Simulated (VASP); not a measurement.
Set up this calculation in VASP 6.6.1, as the native input.

| Property | Result |
| --- | --- |
| Task | single point |
| Functional | LDA |
| Potentials or basis | VASP PAW LDA potentials, release 64 (Fe, O) |
| Cutoff | 520 eV |
| k mesh | 11 × 11 × 11 |
| Occupations | fermi-dirac, width 0.05 eV |
| Spin | collinear spin, ferromagnetic start |
| Starting moments | [3.0, 0.0] μB |
| Dipole correction | no |
| Further INCAR settings | ALGO = Normal; EDIFF = 1e-07; NBANDS = 18 |

The structure of FeO lies in POSCAR:

```
FeO
1.0
    1.5188209023      0.8768916568      2.5195772846
   -1.5188209023      0.8768916568      2.5195772846
    0.0000000000     -1.7537833136      2.5195772846
Fe O
1 1
Direct
    0.0000000000      0.0000000000      0.0000000000
    0.5000000000      0.5000000000      0.5000000000
```

The input as run:

INCAR

```
SYSTEM = FeO
ALGO = Normal
EDIFF = 1E-7
ENCUT = 520
GGA = CA
ISIF = 2
ISMEAR = -1
ISPIN = 2
LASPH = .TRUE.
LCHARG = .FALSE.
LMAXMIX = 4
LORBIT = 11
LREAL = .FALSE.
LWAVE = .FALSE.
MAGMOM = 3 0
NBANDS = 18
NELM = 150
PREC = Accurate
SIGMA = 0.05
```

KPOINTS

```
k-points
0
G
  11 11 11
  0 0 0
```

Potentials or basis: VASP PAW LDA potentials, release 64 (Fe, O).

Command:

```console
$ cat potpaw_LDA.64/Fe/POTCAR potpaw_LDA.64/O/POTCAR > POTCAR
$ mpirun -np 1 vasp_std > vasp.out
```

Results of the run:

```json
{
 "Pressure": "-16.2 GPa",
 "Band gap on the k mesh": "zero (filled and empty bands overlap)",
 "Net moment": "3.99 μB per cell",
 "Site moments": "Fe +3.57; O +0.32 μB",
 "Valence electrons inside the program's atomic spheres": "Fe 6.76; O 4.95"
}
```

Caveat: the cell stands under tension; a cell with one magnetic atom can't hold antiferromagnetic order, which such compounds often take; semilocal functionals often make such compounds metallic where correlation or magnetic order opens a gap, which also shifts bond lengths.

Wall time 66 s on 1 thread of AMD EPYC 9R45 96-Core Processor (Zen 5) (shared host), peak memory 0.17 GiB.
